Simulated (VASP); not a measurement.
A run of VASP 6.6.1 is set up as follows.

File INCAR:

```
  ALGO = Normal
  EDIFF = 1E-8
  ENCUT = 520
  GGA = CA
  ISIF = 2
  ISMEAR = -1
  LASPH = True
  LCHARG = False
  LEFG = True
  LREAL = False
  LWAVE = False
  NBANDS = 24
  NELM = 80
  PREC = Accurate
  SIGMA = 0.08
```

File KPOINTS:

```
k-points
0
Gamma
  8 8 9
```

File POSCAR:

```
LaHg2
1.0
    5.0232425903      0.0000000000      0.0000000000
   -2.5116212952      4.3502556927      0.0000000000
    0.0000000000      0.0000000000      3.6879002299
La Hg
1 2
Direct
    0.0000000000      0.0000000000      0.0000000000
    0.3333333333      0.6666666667      0.5000000000
    0.6666666667      0.3333333333      0.5000000000
```

Potentials or basis: VASP PAW LDA potentials, release 64 (La, Hg).

The run is started by

```console
$ cat potpaw_LDA.64/La/POTCAR potpaw_LDA.64/Hg/POTCAR > POTCAR
$ mpirun -np 1 vasp_std > vasp.out
```

Q: Estimate the band gap on the k mesh.

A: Zero (an odd number of electrons rules out a gap without spin polarisation).

Q: Predict the pressure.

A: -4.8 GPa.

Electric field gradients, principal values (V/Å²):
```csv
atom,least,middle,greatest (by size)
1 La,-29.656,-29.657,59.314
2 Hg,-148.074,-148.074,296.148
3 Hg,-148.074,-148.074,296.148
```

Caveat: the cell stands under tension; without QUAD_EFG the Cq values of the log hold for a quadrupole moment of 1 mb, not for the nuclei; spin-orbit coupling is left out, which moves the levels of the heavy elements.
